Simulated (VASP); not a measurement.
# PbF2 (Fm-3m) in VASP: single point with PBE+D3(BJ)

Aim: the single point of PbF2 with PBE+D3(BJ).

Program: VASP 6.6.1. These are calculated values, not measurements. Logs are shortened: lines on timing, memory, paths and dates and some standing lists are left out, and cuts for length are marked.

## (1) The cell of the first run

It takes space group Fm-3m (No. 225, cubic). Conventional cell: a = 5.927 Å, b = 5.927 Å, c = 5.927 Å, α = 90.00°, β = 90.00°, γ = 90.00°. Within 3.4 Å of Pb (site symmetry m-3m) lie 8 F at 2.57 Å. F (site symmetry -43m) has 4 Pb at 2.57 Å and 6 F at 2.96 Å within 3.4 Å.

## (2) Single point, PBE+D3(BJ)

Input file INCAR:

```
PREC = Accurate
ENCUT = 520
EDIFF = 1E-6
ISMEAR = 0
SIGMA = 0.01
LREAL = False
LASPH = True
NELM = 100
ALGO = Normal
ISIF = 2
LWAVE = False
LCHARG = False
GGA = PE
IVDW = 12
NBANDS = 21
```

Input file KPOINTS:

```
regular mesh
0
Gamma
  6 6 6
```

Input file POSCAR:

```
PbF2
1.0
    0.0000000000      2.9636600000      2.9636600000
    2.9636600000      0.0000000000      2.9636600000
    2.9636600000      2.9636600000      0.0000000000
Pb F
1 2
Direct
    0.0000000000      0.0000000000      0.0000000000
    0.2500000000      0.2500000000      0.2500000000
    0.7500000000      0.7500000000      0.7500000000
```

Potentials or basis: VASP PAW PBE potentials, release 64 (Pb_d, F).

The run is started by

```sh
> cat potpaw_PBE.64/Pb_d/POTCAR potpaw_PBE.64/F/POTCAR > POTCAR
> mpirun -np 1 vasp_std > vasp.out
```

OUTCAR:

```text
PREC = Accurate
   ENCUT = 520
   EDIFF = 1E-6
   ISMEAR = 0
   LREAL = False
   LASPH = True
   NELM = 100
   ISIF = 2
   GGA = PE
   IVDW = 12
 IVDW          = 12

 ion  position               nearest neighbor table
   1  0.000  0.000  0.000-   3 2.57   3 2.57   3 2.57   2 2.57   2 2.57   2 2.57   3 2.57   2 2.57

   2  0.250  0.250  0.250-   1 2.57   1 2.57   1 2.57   1 2.57
   3  0.750  0.750  0.750-   1 2.57   1 2.57   1 2.57   1 2.57

  LATTYP: Found a face centered cubic cell.
 ALAT       =     5.9273200000

  Lattice vectors:

 A1 = (   0.0000000000,   2.9636600000,   2.9636600000)
 A2 = (   2.9636600000,   0.0000000000,   2.9636600000)
 A3 = (   2.9636600000,   2.9636600000,   0.0000000000)

Analysis of symmetry for initial positions (statically):
=====================================================================
 Subroutine PRICEL returns:
 Original cell was already a primitive cell.

 Routine SETGRP: Setting up the symmetry group for a
 face centered cubic supercell.

 Subroutine GETGRP returns: Found 48 space group operations
 (whereof 48 operations were pure point group operations)
 out of a pool of 48 trial point group operations.

The static configuration has the point symmetry O_h .

Analysis of symmetry for dynamics (positions and initial velocities):
=====================================================================
 Subroutine PRICEL returns:
 Original cell was already a primitive cell.

 Routine SETGRP: Setting up the symmetry group for a
 face centered cubic supercell.

 Subroutine GETGRP returns: Found 48 space group operations
 (whereof 48 operations were pure point group operations)
 out of a pool of 48 trial point group operations.

The dynamic configuration has the point symmetry O_h .

 Subroutine INISYM returns: Found 48 space group operations
 (whereof 48 operations are pure point group operations),
 and found     1 'primitive' translations

----------------------------------------------------------------------------------------

                                     Primitive cell

  volume of cell :      52.0613

  direct lattice vectors                    reciprocal lattice vectors
     0.000000000  2.963660000  2.963660000    -0.168710311  0.168710311  0.168710311
     2.963660000  0.000000000  2.963660000     0.168710311 -0.168710311  0.168710311
     2.963660000  2.963660000  0.000000000     0.168710311  0.168710311 -0.168710311

  length of vectors
     4.191248166  4.191248166  4.191248166     0.292214830  0.292214830  0.292214830

  position of ions in fractional coordinates (direct lattice)
     0.000000000  0.000000000  0.000000000
     0.250000000  0.250000000  0.250000000
     0.750000000  0.750000000  0.750000000

  ion indices of the primitive-cell ions
   primitive index   ion index
                 1           1
                 2           2
                 3           3

----------------------------------------------------------------------------------------

 KPOINTS: regular mesh

Automatic generation of k-mesh.
 Grid dimensions read from file:
 generate k-points for:    6    6    6

 Generating k-lattice:

  Cartesian coordinates                     Fractional coordinates (reciprocal lattice)
    -0.028118385  0.028118385  0.028118385     0.166666667  0.000000000  0.000000000
     0.028118385 -0.028118385  0.028118385     0.000000000  0.166666667  0.000000000
     0.028118385  0.028118385 -0.028118385     0.000000000  0.000000000  0.166666667

  Length of vectors
     0.048702472  0.048702472  0.048702472

  Shift w.r.t. Gamma in fractional coordinates (k-lattice)
     0.000000000  0.000000000  0.000000000

 Subroutine IBZKPT returns following result:
 ===========================================

 Found     16 irreducible k-points:

 Following reciprocal coordinates:
            Coordinates               Weight
  0.000000  0.000000  0.000000      1.000000
  0.166667  0.000000  0.000000      8.000000
  0.333333  0.000000  0.000000      8.000000
  0.500000  0.000000  0.000000      4.000000
  0.166667  0.166667  0.000000      6.000000
  0.333333  0.166667  0.000000     24.000000
[... 8 lines left out ...]
 -0.333333  0.333333  0.166667     24.000000
 -0.333333  0.500000  0.166667     12.000000
   k-points           NKPTS =     16   k-points in BZ     NKDIM =     16   number of bands    NBANDS=     21
   number of dos      NEDOS =    301   number of ions     NIONS =      3
   total plane-waves  NPLWV =  32768
   dimension x,y,z NGX =    32 NGY =   32 NGZ =   32
   dimension x,y,z NGXF=    64 NGYF=   64 NGZF=   64
   ions per type =               1   2
   NGX,Y,Z   is equivalent  to a cutoff of  12.69, 12.69, 12.69 a.u.
   NGXF,Y,Z  is equivalent  to a cutoff of  25.39, 25.39, 25.39 a.u.
 SYSTEM =  unknown system
   PREC   = accura    normal or accurate (medium, high low for compatibility)
   ISTART =      0    job   : 0-new  1-cont  2-samecut
   ICHARG =      2    charge: 1-file 2-atom 10-const
   ISPIN  =      1    spin polarized calculation?
   LNONCOLLINEAR =      F non collinear calculations
   LSORBIT =      F    spin-orbit coupling
   LASPH  =      T    aspherical Exc in radial PAW
   ENCUT  =  520.0 eV  38.22 Ry    6.18 a.u.   7.79  7.79  7.79*2*pi/ulx,y,z
   NELM   =    100;   NELMIN=  2; NELMDL= -5     # of ELM steps
   EDIFF  = 0.1E-05   stopping-criterion for ELM
   LREAL  =      F    real-space projection
   EDIFFG = 0.1E-04   stopping-criterion for IOM
   NSW    =      0    number of steps for IOM
   IBRION =     -1    ionic relax: 0-MD 1-quasi-New 2-CG
   NFREE  =      0    steps in history (QN), initial steepest desc. (CG)
   ISIF   =      2    stress and relaxation
   ISYM   =      2    0-nonsym 1-usesym 2-fastsym
   POTIM  = 0.5000    time-step for ionic-motion
   TEBEG  =    0.0;   TEEND  =   0.0 temperature during run
   PSTRESS=    0.0 pullay stress
   NELECT =      28.0000    total number of electrons
   NUPDOWN=      -1.0000    fix difference up-down
   EMIN   =  10.00;   EMAX   =-10.00  energy-range for DOS
   EFERMI =   0.00;   METHOD = LEGACY
   ISMEAR =     0;   SIGMA  =   0.01  broadening in eV -4-tet -1-fermi 0-gaus
   EFERMI_NEDOS =   21; number of points for ismear=-14 and -15
   IALGO  =     38    algorithm
   IMIX   =      4    mixing-type and parameters
     AMIX     =   0.40;   BMIX     =  1.00
     AMIX_MAG =   1.60;   BMIX_MAG =  1.00
  volume/ion in A,a.u.               =      17.35       117.11
  Fermi-wavevector in a.u.,A,eV,Ry     =   1.331340  2.515869 24.115883  1.772467
  Thomas-Fermi vector in A             =   2.460359
   LORBIT       =      0    0 simple, 1 ext, 2 COOP (PROOUT), +10 PAW based schemes
   GGA     = PE    functional components
   LHFCALC =     F    Hartree Fock is set to
   AEXX    =    0.0000 exact exchange contribution
   IVDW    =    12    specifies the selected vdW correction
   LEPSILON=     F    determine dielectric tensor
   LRPA    =     F    only Hartree local field effects (RPA)
 non-spin polarized calculation
 Gauss-broadening in eV      SIGMA  =   0.01
  energy-cutoff  :      520.00
  volume of cell :       52.06
 maximum number of plane-waves:      1420
   NGX = 15   NGY = 15   NGZ = 15

 number of electron      28.0000005 magnetization

 Free energy of the ion-electron system (eV)
  ---------------------------------------------------
  ext. energy  EPLUGINS =         0.00000000
  ---------------------------------------------------
  free energy    TOTEN  =       -14.33409177 eV

  energy without entropy =      -14.33409177  energy(sigma->0) =      -14.33409177

 E-fermi :   1.9701     XC(G=0):  -9.4063

 val. band max:        1.8673447781   @ k =  -0.3333   0.3333   0.1667
 cond. band min:       6.3054186415   @ k =   0.5000   0.5000   0.0000
 fundamental gap:      4.4380738633
 Fermi energy:         1.9701278854

 k-point     1 :       0.0000    0.0000    0.0000
  band No.  band energies     occupation
      1     -19.2086      2.00000
      2     -18.5876      2.00000
      3     -12.5479      2.00000
      4     -12.5479      2.00000
      5     -12.5479      2.00000
      6     -12.4913      2.00000
[... 13 lines left out ...]
     20      17.0387      0.00000
     21      19.3976      0.00000

 k-point     2 :       0.1667    0.0000    0.0000
  band No.  band energies     occupation
      1     -19.1561      2.00000
      2     -18.6353      2.00000
      3     -12.5380      2.00000
      4     -12.5380      2.00000
      5     -12.4935      2.00000
      6     -12.4904      2.00000
[... 13 lines left out ...]
     20      16.4068      0.00000
     21      18.4121      0.00000

 k-point     3 :       0.3333    0.0000    0.0000
  band No.  band energies     occupation
      1     -19.0320      2.00000
      2     -18.7459      2.00000
      3     -12.5306      2.00000
      4     -12.5306      2.00000
      5     -12.4759      2.00000
      6     -12.4759      2.00000
[... 13 lines left out ...]
     20      15.8041      0.00000
     21      16.8287      0.00000

 k-point     4 :       0.5000    0.0000    0.0000
  band No.  band energies     occupation
      1     -18.9210      2.00000
      2     -18.8482      2.00000
      3     -12.5319      2.00000
      4     -12.5319      2.00000
      5     -12.4635      2.00000
      6     -12.4635      2.00000
[... 13 lines left out ...]
     20      15.6370      0.00000
     21      16.1381      0.00000

 k-point     5 :       0.1667    0.1667    0.0000
  band No.  band energies     occupation
      1     -19.1406      2.00000
      2     -18.6484      2.00000
      3     -12.5265      2.00000
      4     -12.5265      2.00000
      5     -12.4994      2.00000
      6     -12.4872      2.00000
[... 13 lines left out ...]
     20      17.2925      0.00000
     21      18.4252      0.00000

 k-point     6 :       0.3333    0.1667    0.0000
  band No.  band energies     occupation
      1     -19.0461      2.00000
      2     -18.7303      2.00000
      3     -12.5152      2.00000
      4     -12.5135      2.00000
      5     -12.4900      2.00000
      6     -12.4734      2.00000
[... 13 lines left out ...]
     20      17.0596      0.00000
     21      17.9870      0.00000

 k-point     7 :       0.5000    0.1667    0.0000
  band No.  band energies     occupation
      1     -18.9294      2.00000
      2     -18.8350      2.00000
      3     -12.5169      2.00000
      4     -12.5150      2.00000
      5     -12.4636      2.00000
      6     -12.4562      2.00000
[... 13 lines left out ...]
     20      17.1787      0.00000
     21      17.8375      0.00000

 k-point     8 :      -0.3333    0.1667    0.0000
  band No.  band energies     occupation
      1     -18.9648      2.00000
      2     -18.8029      2.00000
      3     -12.5151      2.00000
      4     -12.5144      2.00000
      5     -12.4804      2.00000
      6     -12.4488      2.00000
[... 13 lines left out ...]
     20      16.9271      0.00000
     21      18.3271      0.00000

 k-point     9 :      -0.1667    0.1667    0.0000
  band No.  band energies     occupation
      1     -19.0821      2.00000
      2     -18.6995      2.00000
      3     -12.5239      2.00000
      4     -12.5183      2.00000
      5     -12.4964      2.00000
      6     -12.4739      2.00000
[... 13 lines left out ...]
     20      16.4462      0.00000
     21      18.8490      0.00000

 k-point    10 :       0.3333    0.3333    0.0000
  band No.  band energies     occupation
      1     -19.0003      2.00000
      2     -18.7648      2.00000
      3     -12.5175      2.00000
      4     -12.4826      2.00000
      5     -12.4826      2.00000
      6     -12.4731      2.00000
[... 13 lines left out ...]
     20      17.9957      0.00000
     21      19.3022      0.00000

 k-point    11 :       0.5000    0.3333    0.0000
  band No.  band energies     occupation
      1     -18.9320      2.00000
      2     -18.8225      2.00000
      3     -12.5199      2.00000
      4     -12.4810      2.00000
      5     -12.4634      2.00000
      6     -12.4474      2.00000
[... 13 lines left out ...]
     20      17.6845      0.00000
     21      18.8246      0.00000

 k-point    12 :      -0.3333    0.3333    0.0000
  band No.  band energies     occupation
      1     -18.8871      2.00000
      2     -18.8686      2.00000
      3     -12.5115      2.00000
      4     -12.4846      2.00000
      5     -12.4800      2.00000
      6     -12.3987      2.00000
[... 13 lines left out ...]
     20      17.8113      0.00000
     21      18.5656      0.00000

 k-point    13 :       0.5000    0.5000    0.0000
  band No.  band energies     occupation
      1     -18.9289      2.00000
      2     -18.8207      2.00000
      3     -12.5274      2.00000
      4     -12.4671      2.00000
      5     -12.4600      2.00000
      6     -12.4600      2.00000
[... 13 lines left out ...]
     20      18.5814      0.00000
     21      19.1936      0.00000

 k-point    14 :       0.5000    0.3333    0.1667
  band No.  band energies     occupation
      1     -18.9631      2.00000
      2     -18.7996      2.00000
      3     -12.5124      2.00000
      4     -12.4882      2.00000
      5     -12.4867      2.00000
      6     -12.4424      2.00000
[... 13 lines left out ...]
     20      17.7935      0.00000
     21      18.5987      0.00000

 k-point    15 :      -0.3333    0.3333    0.1667
  band No.  band energies     occupation
      1     -18.8868      2.00000
      2     -18.8686      2.00000
      3     -12.5110      2.00000
      4     -12.4914      2.00000
      5     -12.4680      2.00000
      6     -12.4153      2.00000
[... 13 lines left out ...]
     20      18.4254      0.00000
     21      18.4622      0.00000

 k-point    16 :      -0.3333    0.5000    0.1667
  band No.  band energies     occupation
      1     -18.9020      2.00000
      2     -18.8485      2.00000
      3     -12.5169      2.00000
      4     -12.4768      2.00000
      5     -12.4600      2.00000
      6     -12.4262      2.00000
[... 13 lines left out ...]
     20      17.2349      0.00000
     21      18.5201      0.00000

------------------------ aborting loop because EDIFF is reached ----------------------------------------

 Edisp (eV)   -0.46041

 E8    (eV) :    -0.1983

  FORCE on cell =-STRESS in cart. coord.  units (eV):
  Direction    XX          YY          ZZ          XY          YZ          ZX
  --------------------------------------------------------------------------------------
  -------------------------------------------------------------------------------------
  Total       0.35624     0.35624     0.35624    -0.00000     0.00000    -0.00000
  in kB      10.96327    10.96327    10.96327    -0.00000     0.00000    -0.00000
  external pressure =       10.96 kB  Pullay stress =        0.00 kB

 VOLUME and BASIS-vectors are now :
 -----------------------------------------------------------------------------
  energy-cutoff  :      520.00
  volume of cell :       52.06
      direct lattice vectors                 reciprocal lattice vectors
     0.000000000  2.963660000  2.963660000    -0.168710311  0.168710311  0.168710311
     2.963660000  0.000000000  2.963660000     0.168710311 -0.168710311  0.168710311
     2.963660000  2.963660000  0.000000000     0.168710311  0.168710311 -0.168710311

 POSITION                                       TOTAL-FORCE (eV/Angst)
 -----------------------------------------------------------------------------------
      0.00000      0.00000      0.00000        -0.000000      0.000000     -0.000000
      1.48183      1.48183      1.48183         0.000000      0.000000      0.000000
      4.44549      4.44549      4.44549        -0.000000     -0.000000     -0.000000
 -----------------------------------------------------------------------------------
    total drift:                                0.000000     -0.000000      0.000000

  FREE ENERGIE OF THE ION-ELECTRON SYSTEM (eV)
  ---------------------------------------------------
  free  energy   TOTEN  =       -14.7944982411 eV

  energy  without entropy=      -14.7944982411  energy(sigma->0) =      -14.79449824
```

Run time: 13 s. Hardware: 1 thread of Intel Xeon Platinum 8488C (Sapphire Rapids), shared host; peak memory 0.19 GiB.

What came out:

```yaml
Free_energy: -14.7945 eV
Pressure: 1.1 GPa
Band_gap_on_the_k_mesh: 4.44 eV (least direct gap 4.56 eV)
Dispersion_energy_per_atom: -0.153 eV
```

Levels at points of the mesh, in eV from the valence-band top:
```tsv
k point	band 12	band 13	band 14	band 15	band 16	band 17
(0.00, 0.00, 0.00)	-1.96	-1.96	-1.96	6.80	6.80	6.80
(0.50, 0.00, 0.00)	-2.12	-2.12	-0.01	5.05	7.69	7.69
(0.50, 0.50, 0.00)	-1.53	-1.53	-0.12	4.44	7.92	7.92
```

Caveat: spin-orbit coupling is left out, which moves the levels of the heavy elements. Expect the measured gap to be larger: semilocal functionals such as PBE lack the derivative discontinuity.
